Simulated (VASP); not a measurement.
A run of VASP 6.6.1 is set up as follows.

File INCAR:

```
PREC = Accurate ; ENCUT = 520
EDIFF = 1E-6 ; ISMEAR = 0
SIGMA = 0.15 ; LREAL = False
LASPH = True ; NELM = 60
ALGO = Fast ; ISIF = 2
LWAVE = False ; LCHARG = False
GGA = PE ; NBANDS = 17
```

The input KPOINTS:

```
Automatic mesh
0
Gamma
  18 18 10
```

POSCAR

```
Pt
1.0
    2.9516000000      0.0000000000      0.0000000000
   -1.4758000000      2.5561605818      0.0000000000
    0.0000000000      0.0000000000      4.9009000000
Pt
2
Direct
    0.6666666667      0.3333333333      0.7500000000
    0.3333333333      0.6666666667      0.2500000000
```

Potentials or basis: VASP PAW PBE potentials, release 64 (Pt).

Run with:

```bash
$ cat potpaw_PBE.64/Pt/POTCAR > POTCAR
$ mpirun -np 1 vasp_std > vasp.out
```

Task: Estimate the band gap on the k mesh.

Result: Zero (band 10 reaches 7.99 eV, above the bottom of band 11 at 7.09 eV).

Task: Predict the pressure.

Result: -25.2 GPa.

Stress tensor (GPa, compression positive):
```
-26.67   0.00   0.00
  0.00 -26.67   0.00
  0.00   0.00 -22.30
```

Caveat: spin-orbit coupling is left out, which moves the levels of the heavy elements.
